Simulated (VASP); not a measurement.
# CuO (Pm-3m) in VASP: further runs

The runs below take CuO through single point, with LDA+U.

All numbers are computed with VASP 6.6.1; they aren't measurements. Logs are shortened: lines on timing, memory, paths and dates and some standing lists are left out, and cuts for length are marked.

## 1. The cell of the first run

Symmetry: Pm-3m, No. 221, cubic system. The conventional cell has a = 2.553 Å, b = 2.553 Å, c = 2.553 Å, α = 90.00°, β = 90.00°, γ = 90.00°. Cu (site symmetry m-3m) has 8 O at 2.21 Å and 6 Cu at 2.55 Å within 2.9 Å. O (site symmetry m-3m) has 8 Cu at 2.21 Å and 6 O at 2.55 Å within 2.9 Å.

## 2. Single point, LDA+U, collinear spin, ferromagnetic start

Contents of INCAR:

```
SYSTEM = CuO
PREC     = Accurate       ! precision mode
ENCUT    = 600            ! plane-wave cutoff, eV
EDIFF    = 1E-6           ! SCF threshold, eV
ISMEAR   = 0              ! smearing method
SIGMA    = 0.05           ! smearing width, eV
LREAL    = .False.        ! projectors in reciprocal space
LASPH    = .True.         ! aspherical terms in the spheres
NELM     = 200            ! most SCF steps
ALGO     = Normal         ! electronic algorithm
ISIF     = 2              ! what is computed and relaxed
LWAVE    = .False.        ! write WAVECAR
LCHARG   = .True.         ! write CHGCAR
ISPIN    = 2              ! spin polarisation
MAGMOM   = 0.24 0.6       ! initial moments
LORBIT   = 11             ! projections on sites
NUPDOWN  = 0.75           ! fixed moment
LMAXMIX  = 4              ! l up to which the mixer works
LDAU     = .True.         ! DFT+U
LDAUTYPE = 2            
LDAUL    = 2 -1           ! shell
LDAUU    = 8 0            ! U, eV
LDAUJ    = 0 0          
LDAUPRINT= 1            
GGA      = CA             ! functional
LELF     = .True.         ! ELF
LVHAR    = .True.       
NBANDS   = 20             ! bands
GGA_COMPAT= .False.
```

Contents of KPOINTS:

```
Automatic mesh
0
Gamma
  7 7 7
  0 0 0
```

Contents of POSCAR:

```
CuO
1.0
    2.5525506100      0.0000000000      0.0000000000
    0.0000000000      2.5525506100      0.0000000000
    0.0000000000      0.0000000000      2.5525506100
Cu O
1 1
Direct
    0.0000000000      0.0000000000      0.0000000000
    0.5000000000      0.5000000000      0.5000000000
```

Potentials or basis: VASP PAW LDA potentials, release 64 (Cu, O).

Started as:

```console
> cat potpaw_LDA.64/Cu/POTCAR potpaw_LDA.64/O/POTCAR > POTCAR
> mpirun -np 1 vasp_std > vasp.out
```

OUTCAR:

```text
SYSTEM = CuO
   PREC = Accurate
   ENCUT = 600
   EDIFF = 1E-6
   ISMEAR = 0
   LREAL = .False.
   LASPH = .True.
   NELM = 200
   ISIF = 2
   ISPIN = 2
   LORBIT = 11
   NUPDOWN = 0.75
   GGA = CA

 ion  position               nearest neighbor table
   1  0.000  0.000  0.000-   2 2.21   2 2.21   2 2.21   2 2.21   2 2.21   2 2.21   2 2.21   2 2.21

   2  0.500  0.500  0.500-   1 2.21   1 2.21   1 2.21   1 2.21   1 2.21   1 2.21   1 2.21   1 2.21

  LATTYP: Found a simple cubic cell.
 ALAT       =     2.5525506100

  Lattice vectors:

 A1 = (   2.5525506100,   0.0000000000,   0.0000000000)
 A2 = (   0.0000000000,   2.5525506100,   0.0000000000)
 A3 = (   0.0000000000,   0.0000000000,   2.5525506100)

Analysis of symmetry for initial positions (statically):
=====================================================================
 Subroutine PRICEL returns:
 Original cell was already a primitive cell.

 Routine SETGRP: Setting up the symmetry group for a
 simple cubic supercell.

 Subroutine GETGRP returns: Found 48 space group operations
 (whereof 48 operations were pure point group operations)
 out of a pool of 48 trial point group operations.

The static configuration has the point symmetry O_h .

Analysis of symmetry for dynamics (positions and initial velocities):
=====================================================================
 Subroutine PRICEL returns:
 Original cell was already a primitive cell.

 Routine SETGRP: Setting up the symmetry group for a
 simple cubic supercell.

 Subroutine GETGRP returns: Found 48 space group operations
 (whereof 48 operations were pure point group operations)
 out of a pool of 48 trial point group operations.

The dynamic configuration has the point symmetry O_h .

Analysis of structural, dynamic, and magnetic symmetry:
=====================================================================
 Subroutine PRICEL returns:
 Original cell was already a primitive cell.

 Routine SETGRP: Setting up the symmetry group for a
 simple cubic supercell.

 Subroutine GETGRP returns: Found 48 space group operations
 (whereof 48 operations were pure point group operations)
 out of a pool of 48 trial point group operations.

The overall configuration has the point symmetry O_h .

 Subroutine INISYM returns: Found 48 space group operations
 (whereof 48 operations are pure point group operations),
 and found     1 'primitive' translations

----------------------------------------------------------------------------------------

                                     Primitive cell

  volume of cell :      16.6312

  direct lattice vectors                    reciprocal lattice vectors
     2.552550610  0.000000000  0.000000000     0.391765004  0.000000000  0.000000000
     0.000000000  2.552550610  0.000000000     0.000000000  0.391765004  0.000000000
     0.000000000  0.000000000  2.552550610     0.000000000  0.000000000  0.391765004

  length of vectors
     2.552550610  2.552550610  2.552550610     0.391765004  0.391765004  0.391765004

  position of ions in fractional coordinates (direct lattice)
     0.000000000  0.000000000  0.000000000
     0.500000000  0.500000000  0.500000000

  ion indices of the primitive-cell ions
   primitive index   ion index
                 1           1
                 2           2

----------------------------------------------------------------------------------------

 KPOINTS: Automatic mesh

Automatic generation of k-mesh.
 Grid dimensions read from file:
 generate k-points for:    7    7    7

 Generating k-lattice:

  Cartesian coordinates                     Fractional coordinates (reciprocal lattice)
     0.055966429  0.000000000  0.000000000     0.142857143  0.000000000  0.000000000
     0.000000000  0.055966429  0.000000000     0.000000000  0.142857143  0.000000000
     0.000000000  0.000000000  0.055966429     0.000000000  0.000000000  0.142857143

  Length of vectors
     0.055966429  0.055966429  0.055966429

  Shift w.r.t. Gamma in fractional coordinates (k-lattice)
     0.000000000  0.000000000  0.000000000

 Subroutine IBZKPT returns following result:
 ===========================================
[... 33 lines left out ...]
 SYSTEM =  CuO
   PREC   = accura    normal or accurate (medium, high low for compatibility)
   ISTART =      0    job   : 0-new  1-cont  2-samecut
   ICHARG =      2    charge: 1-file 2-atom 10-const
   ISPIN  =      2    spin polarized calculation?
   LNONCOLLINEAR =      F non collinear calculations
   LSORBIT =      F    spin-orbit coupling
   LASPH  =      T    aspherical Exc in radial PAW
   ENCUT  =  600.0 eV  44.10 Ry    6.64 a.u.   5.10  5.10  5.10*2*pi/ulx,y,z
   NELM   =    200;   NELMIN=  2; NELMDL= -5     # of ELM steps
   EDIFF  = 0.1E-05   stopping-criterion for ELM
   LREAL  =      F    real-space projection
   EDIFFG = 0.1E-04   stopping-criterion for IOM
   NSW    =      0    number of steps for IOM
   IBRION =     -1    ionic relax: 0-MD 1-quasi-New 2-CG
   NFREE  =      0    steps in history (QN), initial steepest desc. (CG)
   ISIF   =      2    stress and relaxation
   ISYM   =      2    0-nonsym 1-usesym 2-fastsym
   POTIM  = 0.5000    time-step for ionic-motion
   TEBEG  =    0.0;   TEEND  =   0.0 temperature during run
   PSTRESS=    0.0 pullay stress
   NELECT =      17.0000    total number of electrons
   NUPDOWN=       0.7500    fix difference up-down
   EMIN   =  10.00;   EMAX   =-10.00  energy-range for DOS
   EFERMI =   0.00;   METHOD = LEGACY
   ISMEAR =     0;   SIGMA  =   0.05  broadening in eV -4-tet -1-fermi 0-gaus
   EFERMI_NEDOS =   21; number of points for ismear=-14 and -15
   IALGO  =     38    algorithm
   IMIX   =      4    mixing-type and parameters
     AMIX     =   0.40;   BMIX     =  1.00
     AMIX_MAG =   1.60;   BMIX_MAG =  1.00
  volume/ion in A,a.u.               =       8.32        56.12
  Fermi-wavevector in a.u.,A,eV,Ry     =   1.649112  3.116370 37.001994  2.719570
  Thomas-Fermi vector in A             =   2.738287
   LORBIT       =     11    0 simple, 1 ext, 2 COOP (PROOUT), +10 PAW based schemes
 LDA+U is selected, type is set to LDAUTYPE =  2
   angular momentum for each species LDAUL =     2   -1
   U (eV)           for each species LDAUU =   8.0  0.0
   J (eV)           for each species LDAUJ =   0.0  0.0
   GGA     = CA    functional components
   LHFCALC =     F    Hartree Fock is set to
   AEXX    =    0.0000 exact exchange contribution
   IVDW    =     0    specifies the selected vdW correction
   LEPSILON=     F    determine dielectric tensor
   LRPA    =     F    only Hartree local field effects (RPA)
 spin polarized calculation
 Gauss-broadening in eV      SIGMA  =   0.05
  energy-cutoff  :      600.00
  volume of cell :       16.63
 maximum number of plane-waves:       570
   NGX = 11   NGY = 11   NGZ = 11

atom =   1  type =  1  l = 2

 onsite density matrix

spin component  1

  0.9834  0.0000  0.0000 -0.0000  0.0000
  0.0000  0.9834 -0.0000 -0.0000 -0.0000
  0.0000 -0.0000  0.9670 -0.0000 -0.0000
 -0.0000 -0.0000 -0.0000  0.9834  0.0000
  0.0000 -0.0000 -0.0000  0.0000  0.9670

spin component  2

  0.8929 -0.0000 -0.0000  0.0000 -0.0000
 -0.0000  0.8929  0.0000 -0.0000  0.0000
 -0.0000  0.0000  0.9654  0.0000 -0.0000
  0.0000 -0.0000  0.0000  0.8929  0.0000
 -0.0000  0.0000 -0.0000  0.0000  0.9654

 occupancies and eigenvectors

  o =  0.8929  v =  0.0000  0.0000  0.0000  0.0000  0.0000  0.0000 -0.5353  0.0000  0.8446 -0.0000      0.0000  0.0000  0.0000  0.0000  0.0000  0.0000  0.0000  0.0000  0.0000  0.0000
  o =  0.8929  v =  0.0000  0.0000  0.0000  0.0000  0.0000  0.0000  0.8446 -0.0000  0.5353 -0.0000      0.0000  0.0000  0.0000  0.0000  0.0000  0.0000  0.0000  0.0000  0.0000  0.0000
  o =  0.8929  v =  0.0000  0.0000  0.0000  0.0000  0.0000  1.0000  0.0000  0.0000  0.0000  0.0000      0.0000  0.0000  0.0000  0.0000  0.0000  0.0000  0.0000  0.0000  0.0000  0.0000
  o =  0.9654  v =  0.0000  0.0000  0.0000  0.0000  0.0000  0.0000  0.0000  0.9880 -0.0000  0.1543      0.0000  0.0000  0.0000  0.0000  0.0000  0.0000  0.0000  0.0000  0.0000  0.0000
  o =  0.9654  v =  0.0000  0.0000  0.0000  0.0000  0.0000  0.0000  0.0000 -0.1543  0.0000  0.9880      0.0000  0.0000  0.0000  0.0000  0.0000  0.0000  0.0000  0.0000  0.0000  0.0000
  o =  0.9670  v =  0.0000 -0.0000  0.9894  0.0000  0.1454  0.0000  0.0000  0.0000  0.0000  0.0000      0.0000  0.0000  0.0000  0.0000  0.0000  0.0000  0.0000  0.0000  0.0000  0.0000
  o =  0.9670  v =  0.0000 -0.0000 -0.1454  0.0000  0.9894  0.0000  0.0000  0.0000  0.0000  0.0000      0.0000  0.0000  0.0000  0.0000  0.0000  0.0000  0.0000  0.0000  0.0000  0.0000
  o =  0.9834  v =  0.0000 -0.1339  0.0000 -0.9910  0.0000  0.0000  0.0000  0.0000  0.0000  0.0000      0.0000  0.0000  0.0000  0.0000  0.0000  0.0000  0.0000  0.0000  0.0000  0.0000
  o =  0.9834  v =  1.0000  0.0000  0.0000  0.0000  0.0000  0.0000  0.0000  0.0000  0.0000  0.0000      0.0000  0.0000  0.0000  0.0000  0.0000  0.0000  0.0000  0.0000  0.0000  0.0000
  o =  0.9834  v =  0.0000 -0.9910 -0.0000  0.1339 -0.0000  0.0000  0.0000  0.0000  0.0000  0.0000      0.0000  0.0000  0.0000  0.0000  0.0000  0.0000  0.0000  0.0000  0.0000  0.0000

 number of electron      16.9999977 magnetization       0.7499692

 Free energy of the ion-electron system (eV)
  ---------------------------------------------------
  ext. energy  EPLUGINS =         0.00000000
  ---------------------------------------------------
  free energy    TOTEN  =        -8.13738493 eV

  energy without entropy =       -8.13482367  energy(sigma->0) =       -8.13610430

 E-fermi :   6.4100     XC(G=0): -13.7721

 val. band max:        6.3973815185   @ k =   0.2857   0.1429   0.1429
 cond. band min:       6.0691774307   @ k =   0.4286   0.1429   0.0000
 fundamental gap:     -0.3282040878
 Fermi energy:         6.0298971957

 spin component 1

 k-point     1 :       0.0000    0.0000    0.0000
  band No.  band energies     occupation
      1     -13.2679      1.00000
      2       1.3013      1.00000
      3       1.3013      1.00000
      4       3.0125      1.00000
      5       3.0125      1.00000
      6       3.0125      1.00000
[... 436 lines left out ...]
      6       3.6122      1.00000
[... 12 lines left out ...]
     19      50.0266      0.00000
     20      51.8038      0.00000
 Fermi energy:         6.4100277983

 spin component 2

 k-point     1 :       0.0000    0.0000    0.0000
  band No.  band energies     occupation
      1     -12.6439      1.00000
      2       1.4768      1.00000
      3       1.4768      1.00000
      4       4.0650      1.00000
      5       4.0650      1.00000
      6       4.0650      1.00000
[... 449 lines left out ...]
     19      50.1512      0.00000
     20      52.1386      0.00000

------------------------ aborting loop because EDIFF is reached ----------------------------------------

  FORCE on cell =-STRESS in cart. coord.  units (eV):
  Direction    XX          YY          ZZ          XY          YZ          ZX
  --------------------------------------------------------------------------------------
  -------------------------------------------------------------------------------------
  Total       -0.6910903     -0.6910903     -0.6910903     -0.0000000      0.0000000      0.0000000
  in kB      -66.5767084    -66.5767084    -66.5767084     -0.0000000      0.0000000      0.0000000
  external PRESSURE =     -66.5767084 kB  Pullay stress =       0.0000000 kB

 VOLUME and BASIS-vectors are now :
 -----------------------------------------------------------------------------
  energy-cutoff  :      600.00
  volume of cell :       16.63
      direct lattice vectors                 reciprocal lattice vectors
     2.552550610  0.000000000  0.000000000     0.391765004  0.000000000  0.000000000
     0.000000000  2.552550610  0.000000000     0.000000000  0.391765004  0.000000000
     0.000000000  0.000000000  2.552550610     0.000000000  0.000000000  0.391765004

 POSITION                                       TOTAL-FORCE (eV/Angst)
 -----------------------------------------------------------------------------------
      0.00000      0.00000      0.00000         0.000000      0.000000      0.000000
      1.27628      1.27628      1.27628         0.000000      0.000000      0.000000
 -----------------------------------------------------------------------------------
    total drift:                               -0.000000      0.000000      0.000000

  FREE ENERGIE OF THE ION-ELECTRON SYSTEM (eV)
  ---------------------------------------------------
  free  energy   TOTEN  =        -8.1373849295 eV

  energy  without entropy=       -8.1348236726  energy(sigma->0) =       -8.13610430

 total charge

# of ion       s       p       d       tot
------------------------------------------
    1        0.284   0.320   9.469  10.073
    2        1.586   3.246   0.000   4.831
--------------------------------------------------
tot          1.869   3.566   9.469  14.904

 magnetization (x)

# of ion       s       p       d       tot
------------------------------------------
    1       -0.012  -0.010   0.275   0.253
    2        0.003   0.449   0.000   0.451
--------------------------------------------------
tot         -0.010   0.439   0.275   0.704
```

It took 6.6 s on 1 thread of AMD EPYC 9R45 (Zen 5), shared host; peak memory 0.1 GiB.

Results:

```
Free energy                                           : -8.1374 eV
Pressure                                              : -6.7 GPa
Net moment                                            : 0.75 μB per cell
Site moments                                          : Cu +0.25; O +0.45 μB
Valence electrons inside the program's atomic spheres : Cu 10.07; O 4.83
```

Eigenvalues of the final occupation matrices:
| site | spin | trace | eigenvalues |
| --- | --- | --- | --- |
| site 1 d | 1 | 4.88 | 0.97 0.97 0.98 0.98 0.98 |
| site 1 d | 2 | 4.61 | 0.89 0.89 0.89 0.97 0.97 |

Caveat: the cell stands under tension; the total moment is fixed, so each spin has its own Fermi level; a cell with one magnetic atom can't hold antiferromagnetic order, which such compounds often take. The state reached can hang on the start; a lower one may exist.

## 3. Single point, LDA+U, collinear spin, ferromagnetic start

Contents of INCAR:

```
PREC = Accurate
ENCUT = 600
EDIFF = 1E-6
ISMEAR = 0
SIGMA = 0.05
LREAL = False
LASPH = True
NELM = 200
ALGO = Normal
ISIF = 2
LWAVE = False
LCHARG = True
ISPIN = 2
MAGMOM = 0.28 0.73
LORBIT = 11
LMAXMIX = 4
LDAU = True
LDAUTYPE = 2
LDAUL = 2 -1
LDAUU = 8 0
LDAUJ = 0 0
LDAUPRINT = 1
GGA = CA
LELF = True
LVHAR = True
NBANDS = 20
GGA_COMPAT = False
```

Contents of KPOINTS:

```
Automatic mesh
0
Gamma
  7 7 7
```

POSCAR is that of step 2.

Potentials or basis: VASP PAW LDA potentials, release 64 (Cu, O).

Started as:

```console
> cat potpaw_LDA.64/Cu/POTCAR potpaw_LDA.64/O/POTCAR > POTCAR
> mpirun -np 1 vasp_std > vasp.out
```

Run time: 6.9 s. Hardware: 1 thread of AMD EPYC 9R45 (Zen 5), shared host; peak memory 0.1 GiB.

Results (log left out):

```
Free energy                                           : -8.1794 eV
Pressure                                              : -5.7 GPa
Band gap on the k mesh                                : zero (filled and empty bands overlap)
Net moment                                            : 1.00 μB per cell
Site moments                                          : Cu +0.32; O +0.62 μB
Valence electrons inside the program's atomic spheres : Cu 10.07; O 4.83
```

Levels at points of the mesh, in eV from the Fermi level:
Spin up:
```csv
k point,band 6,band 7,band 8,band 9,band 10,band 11,band 12,band 13
"(0.00, 0.00, 0.00)",-3.43,-2.12,-2.12,-2.12,2.25,15.69,15.69,21.79
```
Spin down:
| k point | band 4 | band 5 | band 6 | band 7 | band 8 | band 9 | band 10 | band 11 | band 12 | band 13 |
| --- | --- | --- | --- | --- | --- | --- | --- | --- | --- | --- |
| (0.00, 0.00, 0.00) | -2.12 | -2.12 | -2.12 | -1.05 | -1.05 | -1.05 | 2.64 | 15.84 | 15.84 | 22.11 |

Eigenvalues of the final occupation matrices:
```tsv
site	spin	trace	eigenvalues
site 1 d	1	4.92	0.97 0.97 1.00 1.00 1.00
site 1 d	2	4.58	0.88 0.88 0.88 0.96 0.96
```

Caveat: the cell stands under tension; a cell with one magnetic atom can't hold antiferromagnetic order, which such compounds often take.

(Part 1 of 2 ends here.)
